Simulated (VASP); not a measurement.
A run of VASP 6.6.1 is set up as follows.

INCAR

```
SYSTEM = AlCu
PREC = Accurate ; ENCUT = 520
EDIFF = 1E-6 ; ISMEAR = 0
SIGMA = 0.15 ; LREAL = .FALSE.
LASPH = .TRUE. ; NELM = 80
ALGO = Fast ; ISIF = 2
LWAVE = .FALSE. ; LCHARG = .TRUE.
GGA = PS ; LELF = .TRUE.
LVHAR = .TRUE. ; NBANDS = 14
```

Contents of KPOINTS:

```
regular mesh
0
G
  16 16 16
  0 0 0
```

File POSCAR:

```
AlCu
1.0
    2.9975090000      0.0337219762      0.0000000000
    0.0337219762      2.9975090000      0.0000000000
    0.0000000000      0.0000000000      2.9975090000
Al Cu
1 1
Direct
    0.0000000000      0.0000000000      0.0000000000
    0.5000000000      0.5000000000      0.5000000000
```

Potentials or basis: VASP PAW PBE potentials, release 64 (Al, Cu).

Launch:

```sh
$ cat potpaw_PBE.64/Al/POTCAR potpaw_PBE.64/Cu/POTCAR > POTCAR
$ mpirun -np 1 vasp_std > vasp.out
```

(1) What does it give for the pressure?

(2) Predict the band gap on the k mesh.

Results:

(1) -4.4 GPa.

(2) zero (band 7 reaches 12.71 eV, above the bottom of band 8 at 8.08 eV).

Caveat: the cell differs from its parent crystal (strain +0.0225 x Voigt [0, 0, 0, 0, 0, 1]); the PAW data sets were made with another functional, which shifts forces and pressure a little.
